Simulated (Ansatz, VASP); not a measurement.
Re in VASP and in Ansatz

```
Re
1.0
     0.00000    2.23093    1.55585
     2.23093    0.00000    1.55585
     2.23093    2.23093    0.00000
Re
1
Cartesian
  0.0000 0.0000 0.0000
```

Alike in both runs: task single point; functional PBE; k mesh 10 × 10 × 10; occupations gaussian, width 0.15 eV; no spin polarisation.

```csv
,VASP,Ansatz
version,VASP 6.6.1,Ansatz 0.2.0
potentials or method,"VASP PAW PBE potentials, release 64 (Re), cutoff 520 eV","scalar-relativistic, plane waves, PAW"
valence electrons in the cell,7,15
```

Ansatz gave:

| Item | Value |
| --- | --- |
| gap on the k mesh at the Fermi level (eV) | none |
| pressure (GPa) | -8.7 |
| traceless stress, the component that is largest in VASP (GPa) | -0.28 |

**Question.** What did VASP give for the same quantities?

**Answer.** gap on the k mesh at the Fermi level (eV): none; pressure (GPa): -9.4; traceless stress, the component that is largest in VASP (GPa): -0.33.

A gap of «none» marks a metal or a gap that the smearing closes. VASP's potentials hold 7 valence electrons a cell and Ansatz's 15, so a difference there can come from the potentials and not from the codes.

Spin-orbit coupling is off throughout.
